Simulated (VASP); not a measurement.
**SiC: relaxation of cell and atoms with LDA**

SiC:

```
Si C
1.0
     3.09500    0.00000    0.00000
    -1.54750    2.68035    0.00000
     0.00000    0.00000   15.17000
Si C
6 6
Cartesian
  0.0000 0.0000 1.8962
  0.0000 0.0000 9.4812
  0.0000 1.7869 4.4251
  1.5475 0.8934 12.0101
  0.0000 1.7869 14.5374
  1.5475 0.8934 6.9524
  0.0000 0.0000 0.0000
  0.0000 0.0000 7.5850
  0.0000 1.7869 2.5288
  1.5475 0.8934 10.1138
  0.0000 1.7869 12.6412
  1.5475 0.8934 5.0562
```

| Item | Value |
| --- | --- |
| Program | VASP 6.6.1 |
| Task | relaxation of cell and atoms |
| Functional | LDA |
| Potentials or basis | VASP PAW LDA potentials, release 64 (Si, C) |
| Cutoff | 600 eV |
| k mesh | 12 × 12 × 2 |
| Occupations | gaussian, width 0.02 eV |
| Spin | no spin polarisation |
| Dipole correction | no |
| Further INCAR settings | ALGO = Normal; EDIFF = 1e-07; IBRION = 2; EDIFFG = -0.005; NSW = 100; ISIF = 3 |

```
Relaxed volume                        : 10.15 Å³/atom
Relaxed cell                          : a = 3.060 Å, b = 3.060 Å, c = 15.016 Å, α = 90.00°, β = 90.00°, γ = 120.00°
Space group after relaxing (to 0.1 Å) : P6_3mc (No. 186)
Energy gained by relaxing             : 7.7 meV/atom
Ionic steps                           : 8
Pressure after relaxing               : 0.0 GPa
Band gap on the k mesh                : 1.97 eV (least direct gap 3.07 eV)
```

The path:
| step | energy change (eV) | largest force (eV/Å) | pressure (GPa) | volume (Å³) |
| --- | --- | --- | --- | --- |
| 1 | 0.0000 | 0.1438 | -7.05 | 125.85 |
| 2 | 0.0157 | 0.1289 | 8.50 | 117.63 |
| 3 | -0.0926 | 0.0268 | -0.05 | 121.81 |
| 4 | -0.0926 | 0.0266 | 0.10 | 121.73 |
| 5 | -0.0927 | 0.0130 | 0.11 | 121.73 |
| 6 | -0.0927 | 0.0139 | 0.11 | 121.73 |
| 7 | -0.0928 | 0.0088 | -0.09 | 121.83 |
| 8 | -0.0928 | 0.0011 | 0.00 | 121.79 |

Final structure:
```
CELL_PARAMETERS angstrom
3.06026 0.00000 0.00000
-1.53013 2.65026 0.00000
0.00000 0.00000 15.01606
ATOMIC_POSITIONS crystal
Si 0.00000 0.00000 0.12504
Si 0.00000 0.00000 0.62504
Si 0.33333 0.66667 0.29182
Si 0.66667 0.33333 0.79182
Si 0.33333 0.66667 0.95831
Si 0.66667 0.33333 0.45831
C 0.00000 0.00000 0.99969
C 0.00000 0.00000 0.49969
C 0.33333 0.66667 0.16683
C 0.66667 0.33333 0.66683
C 0.33333 0.66667 0.83332
C 0.66667 0.33333 0.33332
```

Levels at points of the mesh, in eV from the valence-band top:
| k point | band 22 | band 23 | band 24 | band 25 | band 26 | band 27 |
| --- | --- | --- | --- | --- | --- | --- |
| (0.00, 0.00, 0.00) | -0.04 | 0.00 | 0.00 | 5.31 | 5.47 | 5.89 |
| (0.50, 0.00, 0.00) | -1.80 | -1.69 | -1.11 | 1.97 | 2.16 | 3.16 |
| (0.00, 0.00, 0.50) | -0.10 | -0.10 | -0.10 | 5.37 | 5.37 | 6.12 |
| (0.50, 0.00, 0.50) | -1.73 | -1.32 | -1.32 | 2.01 | 2.01 | 3.38 |

Wall time 22 min on 1 thread of Oxide Virtual Turin-like Processor, on a shared host, peak memory 0.29 GiB.

A k mesh can miss the band edges. LDA usually gives volumes a few per cent too small.
